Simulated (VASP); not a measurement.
# Al3Ni2 (P-3m1) in VASP: a series of runs

The runs below take Al3Ni2 through relaxation of cell and atoms, relaxation of shape and atoms at fixed volume, with PBEsol.

Everything below comes from runs of VASP 6.6.1. Logs are shortened: lines on timing, memory, paths and dates and some standing lists are left out, and cuts for length are marked.

**1. The cell of the first run**

The structure is trigonal, space group P-3m1 (No. 164). Conventional cell: a = 3.994 Å, b = 3.994 Å, c = 4.881 Å, α = 90.00°, β = 90.00°, γ = 120.00°. Al (site symmetry -3m) has 6 Ni at 2.41 Å and 6 Al at 2.88 Å within 3.2 Å. Within 3.2 Å of Al (site symmetry 3m) lie 5 Ni at 2.43 to 2.51 Å and 6 Al at 2.72 to 2.88 Å. Within 3.2 Å of Ni (site symmetry 3m) lie 8 Al at 2.41 to 2.51 Å and 3 Ni at 2.71 Å.

**2. Relaxation of cell and atoms, PBEsol**

Contents of INCAR:

```
SYSTEM = Al3Ni2
  PREC = Accurate
  ENCUT = 600
  EDIFF = 1E-6
  ISMEAR = 0
  SIGMA = 0.1
  LREAL = .False.
  LASPH = .True.
  NELM = 60
  ALGO = Fast
  ISIF = 3
  LWAVE = .False.
  LCHARG = .False.
  GGA = PS
  IBRION = 2
  NSW = 100
  EDIFFG = -0.005
```

Contents of KPOINTS:

```
regular mesh
0
Gamma
  12 12 8
  0 0 0
```

Contents of POSCAR:

```
Al3Ni2
1.0
    3.9941957288      0.0000000000      0.0000000000
   -1.9970978644      3.4590749688      0.0000000000
    0.0000000000      0.0000000000      4.8808620000
Al Ni
3 2
Direct
    0.0000000000      0.0000000000      0.0000000000
    0.3333333300      0.6666666700      0.6480830000
    0.6666666700      0.3333333300      0.3519170000
    0.3333333300      0.6666666700      0.1465720000
    0.6666666700      0.3333333300      0.8534280000
```

Potentials or basis: VASP PAW PBE potentials, release 64 (Al, Ni).

On the command line:

```sh
cat potpaw_PBE.64/Al/POTCAR potpaw_PBE.64/Ni/POTCAR > POTCAR
mpirun -np 1 vasp_std > vasp.out
```

OUTCAR:

```text
SYSTEM = Al3Ni2
   PREC = Accurate
   ENCUT = 600
   EDIFF = 1E-6
   ISMEAR = 0
   LREAL = .False.
   LASPH = .True.
   NELM = 60
   ISIF = 3
   GGA = PS
   IBRION = 2
   NSW = 100
   EDIFFG = -0.005

 ion  position               nearest neighbor table
   1  0.000  0.000  0.000-   4 2.41   5 2.41   4 2.41   5 2.41   5 2.41   4 2.41   2 2.88   3 2.88
                             2 2.88   3 2.88   2 2.88   3 2.88
   2  0.333  0.667  0.648-   4 2.43   4 2.45   5 2.51   5 2.51   5 2.51   3 2.72   3 2.72   3 2.72
                             1 2.88   1 2.88   1 2.88
   3  0.667  0.333  0.352-   5 2.43   5 2.45   4 2.51   4 2.51   4 2.51   2 2.72   2 2.72   2 2.72
                             1 2.88   1 2.88   1 2.88
   4  0.333  0.667  0.147-   1 2.41   1 2.41   1 2.41   2 2.43   2 2.45   3 2.51   3 2.51   3 2.51
                             5 2.71   5 2.71   5 2.71
   5  0.667  0.333  0.853-   1 2.41   1 2.41   1 2.41   3 2.43   3 2.45   2 2.51   2 2.51   2 2.51
                             4 2.71   4 2.71   4 2.71

  LATTYP: Found a hexagonal cell.
 ALAT       =     3.9941957288
 C/A-ratio  =     1.2219886884

  Lattice vectors:

 A1 = (   3.9941957288,   0.0000000000,   0.0000000000)
 A2 = (  -1.9970978644,   3.4590749688,   0.0000000000)
 A3 = (   0.0000000000,   0.0000000000,   4.8808620000)

Analysis of symmetry for initial positions (statically):
=====================================================================
 Subroutine PRICEL returns:
 Original cell was already a primitive cell.

 Routine SETGRP: Setting up the symmetry group for a
 hexagonal supercell.

 Subroutine GETGRP returns: Found 12 space group operations
 (whereof 12 operations were pure point group operations)
 out of a pool of 24 trial point group operations.

The static configuration has the point symmetry D_3d.

Analysis of symmetry for dynamics (positions and initial velocities):
=====================================================================
 Subroutine PRICEL returns:
 Original cell was already a primitive cell.

 Routine SETGRP: Setting up the symmetry group for a
 hexagonal supercell.

 Subroutine GETGRP returns: Found 12 space group operations
 (whereof 12 operations were pure point group operations)
 out of a pool of 24 trial point group operations.

The dynamic configuration has the point symmetry D_3d.

 Subroutine INISYM returns: Found 12 space group operations
 (whereof 12 operations are pure point group operations),
 and found     1 'primitive' translations

----------------------------------------------------------------------------------------

                                     Primitive cell

  volume of cell :      67.4351

  direct lattice vectors                    reciprocal lattice vectors
     3.994195729  0.000000000  0.000000000     0.250363294  0.144547315  0.000000000
    -1.997097864  3.459074969  0.000000000     0.000000000  0.289094631  0.000000000
     0.000000000  0.000000000  4.880862000     0.000000000  0.000000000  0.204881843

  length of vectors
     3.994195729  3.994195729  4.880862000     0.289094631  0.289094631  0.204881843

  position of ions in fractional coordinates (direct lattice)
     0.000000000  0.000000000  0.000000000
     0.333333330  0.666666670  0.648083000
     0.666666670  0.333333330  0.351917000
     0.333333330  0.666666670  0.146572000
     0.666666670  0.333333330  0.853428000

  ion indices of the primitive-cell ions
   primitive index   ion index
                 1           1
                 2           2
                 3           3
                 4           4
                 5           5

----------------------------------------------------------------------------------------

 KPOINTS: regular mesh

Automatic generation of k-mesh.
 Grid dimensions read from file:
 generate k-points for:   12   12    8

 Generating k-lattice:

  Cartesian coordinates                     Fractional coordinates (reciprocal lattice)
     0.020863608  0.012045610  0.000000000     0.083333333  0.000000000  0.000000000
     0.000000000  0.024091219  0.000000000     0.000000000  0.083333333  0.000000000
     0.000000000  0.000000000  0.025610230     0.000000000  0.000000000  0.125000000

  Length of vectors
     0.024091219  0.024091219  0.025610230

  Shift w.r.t. Gamma in fractional coordinates (k-lattice)
     0.000000000  0.000000000  0.000000000

 Subroutine IBZKPT returns following result:
 ===========================================

 Found    131 irreducible k-points:

 Following reciprocal coordinates:
            Coordinates               Weight
  0.000000  0.000000  0.000000      1.000000
  0.083333 -0.000000  0.000000      6.000000
  0.166667 -0.000000  0.000000      6.000000
  0.250000 -0.000000  0.000000      6.000000
  0.333333 -0.000000  0.000000      6.000000
  0.416667 -0.000000  0.000000      6.000000
[... 16 lines left out ...]
  0.166667 -0.000000  0.125000      6.000000
  0.000000  0.166667  0.125000      6.000000
 [... further k-points ...]
   k-points           NKPTS =    131   k-points in BZ     NKDIM =    131   number of bands    NBANDS=     18
   number of dos      NEDOS =    301   number of ions     NIONS =      5
   total plane-waves  NPLWV =  40960
   dimension x,y,z NGX =    32 NGY =   32 NGZ =   40
   dimension x,y,z NGXF=    64 NGYF=   64 NGZF=   80
   ions per type =               3   2
   NGX,Y,Z   is equivalent  to a cutoff of  13.32, 13.32, 13.62 a.u.
   NGXF,Y,Z  is equivalent  to a cutoff of  26.64, 26.64, 27.25 a.u.
 SYSTEM =  Al3Ni2
   PREC   = accura    normal or accurate (medium, high low for compatibility)
   ISTART =      0    job   : 0-new  1-cont  2-samecut
   ICHARG =      2    charge: 1-file 2-atom 10-const
   ISPIN  =      1    spin polarized calculation?
   LNONCOLLINEAR =      F non collinear calculations
   LSORBIT =      F    spin-orbit coupling
   LASPH  =      T    aspherical Exc in radial PAW
   ENCUT  =  600.0 eV  44.10 Ry    6.64 a.u.   7.98  7.98  9.75*2*pi/ulx,y,z
   NELM   =     60;   NELMIN=  2; NELMDL= -5     # of ELM steps
   EDIFF  = 0.1E-05   stopping-criterion for ELM
   LREAL  =      F    real-space projection
   EDIFFG = -.5E-02   stopping-criterion for IOM
   NSW    =    100    number of steps for IOM
   IBRION =      2    ionic relax: 0-MD 1-quasi-New 2-CG
   NFREE  =      1    steps in history (QN), initial steepest desc. (CG)
   ISIF   =      3    stress and relaxation
   ISYM   =      2    0-nonsym 1-usesym 2-fastsym
   POTIM  = 0.5000    time-step for ionic-motion
   TEBEG  =    0.0;   TEEND  =   0.0 temperature during run
   PSTRESS=    0.0 pullay stress
   NELECT =      29.0000    total number of electrons
   NUPDOWN=      -1.0000    fix difference up-down
   EMIN   =  10.00;   EMAX   =-10.00  energy-range for DOS
   EFERMI =   0.00;   METHOD = LEGACY
   ISMEAR =     0;   SIGMA  =   0.10  broadening in eV -4-tet -1-fermi 0-gaus
   EFERMI_NEDOS =   21; number of points for ismear=-14 and -15
   IALGO  =     68    algorithm
   IMIX   =      4    mixing-type and parameters
     AMIX     =   0.40;   BMIX     =  1.00
     AMIX_MAG =   1.60;   BMIX_MAG =  1.00
  volume/ion in A,a.u.               =      13.49        91.01
  Fermi-wavevector in a.u.,A,eV,Ry     =   1.235698  2.335130 20.775398  1.526949
  Thomas-Fermi vector in A             =   2.370336
   LORBIT       =      0    0 simple, 1 ext, 2 COOP (PROOUT), +10 PAW based schemes
   GGA     = PS    functional components
   LHFCALC =     F    Hartree Fock is set to
   AEXX    =    0.0000 exact exchange contribution
   IVDW    =     0    specifies the selected vdW correction
   LEPSILON=     F    determine dielectric tensor
   LRPA    =     F    only Hartree local field effects (RPA)
 conjugate gradient relaxation of ions
 non-spin polarized calculation
 RMM-DIIS sequential band-by-band and
 Gauss-broadening in eV      SIGMA  =   0.10
  energy-cutoff  :      600.00
  volume of cell :       67.44
 maximum number of plane-waves:      2304
   NGX = 15   NGY = 15   NGZ = 19

--------------------------------------- Ionic step        1  -------------------------------------------

 number of electron      28.9999996 magnetization

 Free energy of the ion-electron system (eV)
  ---------------------------------------------------
  ext. energy  EPLUGINS =         0.00000000
  ---------------------------------------------------
  free energy    TOTEN  =       -27.66735193 eV

  energy without entropy =      -27.66066577  energy(sigma->0) =      -27.66400885

------------------------ aborting loop because EDIFF is reached ----------------------------------------

  FORCE on cell =-STRESS in cart. coord.  units (eV):
  Direction    XX          YY          ZZ          XY          YZ          ZX
  --------------------------------------------------------------------------------------
  -------------------------------------------------------------------------------------
  Total        0.2149122      0.2149122     -0.4094147      0.0000000     -0.0000000     -0.0000000
  in kB        5.1060586      5.1060586     -9.7272080      0.0000000     -0.0000000     -0.0000000
  external PRESSURE =       0.1616364 kB  Pullay stress =       0.0000000 kB
[... 98 lines left out ...]
  FREE ENERGIE OF THE ION-ELECTRON SYSTEM (eV)
  ---------------------------------------------------
  free  energy   TOTEN  =       -27.6687196315 eV

  energy  without entropy=      -27.6621460366  energy(sigma->0) =      -27.66543283

[... ionic steps 4 to 8 ...]

--------------------------------------- Ionic step        9  -------------------------------------------

 number of electron      28.9999996 magnetization

------------------------ aborting loop because EDIFF is reached ----------------------------------------

  FORCE on cell =-STRESS in cart. coord.  units (eV):
  Direction    XX          YY          ZZ          XY          YZ          ZX
  --------------------------------------------------------------------------------------
  -------------------------------------------------------------------------------------
  Total        0.0954970      0.0954970      0.1073892      0.0000000      0.0000000      0.0000000
  in kB        2.2687758      2.2687758      2.5513057      0.0000000      0.0000000      0.0000000
  external PRESSURE =       2.3629524 kB  Pullay stress =       0.0000000 kB
[... 63 lines left out ...]
  energy  without entropy=      -27.6621962709  energy(sigma->0) =      -27.66548500

--------------------------------------- Ionic step       11  -------------------------------------------

 number of electron      28.9999996 magnetization

 Free energy of the ion-electron system (eV)
  ---------------------------------------------------
  ext. energy  EPLUGINS =         0.00000000
  ---------------------------------------------------
  free energy    TOTEN  =       -27.66878295 eV

  energy without entropy =      -27.66220145  energy(sigma->0) =      -27.66549220

 E-fermi :   8.4924     XC(G=0): -11.3606

 val. band max:        8.4921234174   @ k =  -0.0833   0.2500   0.2500
 cond. band min:       8.4932943775   @ k =   0.1667   0.0833   0.5000
 fundamental gap:      0.0011709601
 Fermi energy:         8.4924023111

 k-point     1 :       0.0000    0.0000    0.0000
  band No.  band energies     occupation
      1      -2.0675      2.00000
      2       3.2692      2.00000
      3       3.6616      2.00000
      4       4.9154      2.00000
      5       4.9154      2.00000
      6       5.4916      2.00000
[... 10 lines left out ...]
     17      11.6540      0.00000
     18      12.8621      0.00000
[... 466 lines left out ...]
      2       2.7093      2.00000
      3       4.2126      2.00000
      4       4.7229      2.00000
      5       5.0177      2.00000
      6       5.3520      2.00000
[... 10 lines left out ...]
     17      12.4587      0.00000
     18      12.7419      0.00000

 [... further k-points ...]
[... 5 lines left out ...]
  --------------------------------------------------------------------------------------
  -------------------------------------------------------------------------------------
  Total        0.0032590      0.0032590      0.0039737      0.0000000      0.0000000      0.0000000
  in kB        0.0773844      0.0773844      0.0943559      0.0000000      0.0000000      0.0000000
  external PRESSURE =       0.0830415 kB  Pullay stress =       0.0000000 kB
[... 20 lines left out ...]
  FREE ENERGIE OF THE ION-ELECTRON SYSTEM (eV)
  ---------------------------------------------------
  free  energy   TOTEN  =       -27.6687829454 eV

  energy  without entropy=      -27.6622014533  energy(sigma->0) =      -27.66549220

 reached required accuracy - stopping structural energy minimisation
```

It took 7.3 min on 1 thread of Intel Xeon Platinum 8488C (Sapphire Rapids), shared host; peak memory 0.34 GiB.

What came out:

| Quantity | Value |
| --- | --- |
| Free energy | -27.6688 eV |
| Relaxed volume | 13.49 Å³/atom |
| Relaxed cell | a = 4.003 Å, b = 4.003 Å, c = 4.862 Å, α = 90.00°, β = 90.00°, γ = 120.00° |
| Space group after relaxing (to 0.05 Å) | P-3m1 (No. 164) |
| Energy gained by relaxing | 0.3 meV/atom |
| Ionic steps | 11 |
| Pressure after relaxing | 0.0 GPa |

Forces on the atoms (eV/Å):
```
Al   0.000  0.000  0.000
Al   0.000  0.000 -0.003
Al   0.000  0.000  0.003
Ni   0.000  0.000 -0.002
Ni   0.000  0.000  0.002
```

Step by step:
```
step  energy change (eV)  largest force (eV/Å)  pressure (GPa)  volume (Å³)
   1              0.0000                0.0342            0.02        67.44
   2             -0.0014                0.0212            0.06        67.45
   3             -0.0014                0.0207           -0.09        67.45
   4             -0.0014                0.0092            0.16        67.38
   5             -0.0014                0.0153            0.17        67.40
   6             -0.0014                0.0173            0.19        67.41
   7             -0.0014                0.0210            0.18        67.43
   8             -0.0014                0.0216            0.12        67.44
   9             -0.0014                0.0137            0.24        67.44
  10             -0.0014                0.0049            0.13        67.44
  11             -0.0014                0.0030            0.01        67.47
```

Final structure:
```cif
data_structure
_symmetry_space_group_name_H-M 'P 1'
_symmetry_Int_Tables_number 1
_cell_length_a 4.0032
_cell_length_b 4.0032
_cell_length_c 4.8616
_cell_angle_alpha 90.000
_cell_angle_beta 90.000
_cell_angle_gamma 120.000
_cell_volume 67.47
loop_
_atom_site_label
_atom_site_type_symbol
_atom_site_fract_x
_atom_site_fract_y
_atom_site_fract_z
_atom_site_occupancy
Al1 Al 0.00000 0.00000 0.00000 1
Al2 Al 0.33333 0.66667 0.64796 1
Al3 Al 0.66667 0.33333 0.35203 1
Ni1 Ni 0.33333 0.66667 0.14584 1
Ni2 Ni 0.66667 0.33333 0.85416 1
```

Caveat: the PAW data sets were made with another functional, which shifts forces and pressure a little. Spin polarisation is off, so any magnetic state and its effect on volume and gap are missing.

**3. Relaxation of shape and atoms at fixed volume, PBEsol (volume scaled by 0.97)**

Contents of INCAR:

```
  PREC = Accurate
  ENCUT = 600
  EDIFF = 1E-7
  ISMEAR = 0
  SIGMA = 0.1
  LREAL = False
  LASPH = True
  NELM = 100
  ALGO = Fast
  ISIF = 4
  LWAVE = False
  LCHARG = False
  GGA = PS
  IBRION = 2
  NSW = 50
  EDIFFG = -0.01
```

Contents of KPOINTS:

```
Automatic mesh
0
Gamma
  12 12 8
```

Contents of POSCAR:

```
Al3Ni2
1.0
    3.9627011196      0.0000000000      0.0000000000
   -1.9813505598      3.4317998372      0.0000000000
    0.0000000000      0.0000000000      4.8103757520
Al Ni
3 2
Direct
    0.0000000000      0.0000000000      0.0000000000
    0.3333333333      0.6666666667      0.6477829058
    0.6666666667      0.3333333333      0.3522170942
    0.3333333333      0.6666666667      0.1455709071
    0.6666666667      0.3333333333      0.8544290929
```

Potentials or basis: VASP PAW PBE potentials, release 64 (Al, Ni).

On the command line:

```sh
cat potpaw_PBE.64/Al/POTCAR potpaw_PBE.64/Ni/POTCAR > POTCAR
mpirun -np 1 vasp_std > vasp.out
```

It took 5.4 min on 1 thread of AMD EPYC 7R43 (Zen 3), shared host; peak memory 0.29 GiB.

Results (log left out):

```yaml
Free_energy: -27.6390 eV
Energy_gained_by_relaxing: 0.1 meV/atom
Ionic_steps: 2
Pressure_after_relaxing: 4.7 GPa
Largest_force_after_relaxing: 0.006 eV/Å
```

Forces on the atoms (eV/Å):
```
Al   0.000  0.000  0.000
Al   0.000  0.000  0.001
Al   0.000  0.000 -0.001
Ni   0.000  0.000  0.006
Ni   0.000  0.000 -0.006
```

Step by step:
| step | energy change (eV) | largest force (eV/Å) | pressure (GPa) | volume (Å³) |
| --- | --- | --- | --- | --- |
| 1 | 0.0000 | 0.0539 | 4.66 | 65.42 |
| 2 | -0.0003 | 0.0064 | 4.70 | 65.42 |

Final structure:
```
Al Ni
1.0
     3.96084    0.00000    0.00000
    -1.98042    3.43019    0.00000
     0.00000    0.00000    4.81489
Al Ni
3 2
Direct
  0.00000 0.00000 0.00000
  0.33333 0.66667 0.64729
  0.66667 0.33333 0.35271
  0.33333 0.66667 0.14611
  0.66667 0.33333 0.85389
```

Levels at points of the mesh, in eV from the Fermi level:
```
           k point  band 11  band 12  band 13  band 14  band 15  band 16  band 17  band 18
(0.00, 0.00, 0.00)    -1.74    -1.74    -1.35     1.30     1.30     3.24     3.24     4.54
(0.50, 0.00, 0.00)    -2.04    -1.92    -1.63    -1.59    -1.28     1.42     2.16     2.31
(0.00, 0.00, 0.50)    -1.85    -1.85     2.80     2.80     2.90     2.90     3.29     4.37
(0.50, 0.00, 0.50)    -1.98    -1.83    -1.80    -1.10    -0.33     1.58     2.18     3.39
```

Caveat: the cell differs from its parent crystal (volume scaled by 0.97); the PAW data sets were made with another functional, which shifts forces and pressure a little.
